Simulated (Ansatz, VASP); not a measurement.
**One calculation of Ge, two programs**

Contents of INCAR:

```
SYSTEM = Ge
PREC = Accurate
ENCUT = 500
EDIFF = 1E-6
ISMEAR = 0
SIGMA = 0.1
LREAL = .False.
LASPH = .True.
NELM = 120
ALGO = Normal
ISIF = 2
LWAVE = .False.
LCHARG = .False.
GGA = PE
NBANDS = 13
GGA_COMPAT = .False.
```

Contents of KPOINTS:

```
Automatic mesh
0
Gamma
  10 10 10
  0 0 0
```

File POSCAR:

```
Ge
1.0
    0.0000000000      2.0983605250      2.0983605250
    2.0983605250      0.0000000000      2.0983605250
    2.0983605250      2.0983605250      0.0000000000
Ge
1
Direct
    0.1730000000      0.8750000000      0.1850000000
```

Input for Ansatz:

```yaml
crystal:
  lattice:
    - [0.0, 2.098360525, 2.098360525]
    - [2.098360525, 0.0, 2.098360525]
    - [2.098360525, 2.098360525, 0.0]
  atoms:
    - { symbol: Ge, position: [0.173, 0.875, 0.185] }
basis:
  ecutwfc: 420
kpoints:
  mp_grid: { grid: [10, 10, 10] }
hamiltonian:
  xc: pbe
scf:
  occupations: { method: gaussian, width: 0.1 }
output:
  forces: true
  stress: true
  eigenvalues: true
```

Alike in both runs: task single point; functional PBE; k mesh 10 × 10 × 10; occupations gaussian, width 0.1 eV; no spin polarisation.

|  | VASP | Ansatz |
| --- | --- | --- |
| version | VASP 6.6.1 | Ansatz 0.2.0 |
| potentials or method | VASP PAW PBE potentials, release 64 (Ge_d), cutoff 500 eV | scalar-relativistic, plane waves, PAW |
| valence electrons in the cell | 14 | 14 |

```csv
,VASP,Ansatz,Ansatz less VASP
gap on the k mesh at the Fermi level (eV),none,none,-
pressure (GPa),3.7,3.9,+0.16
```

A gap of «none» marks a metal or a gap that the smearing closes. With one functional, cell and mesh, what is left measures potentials, basis and numerics.
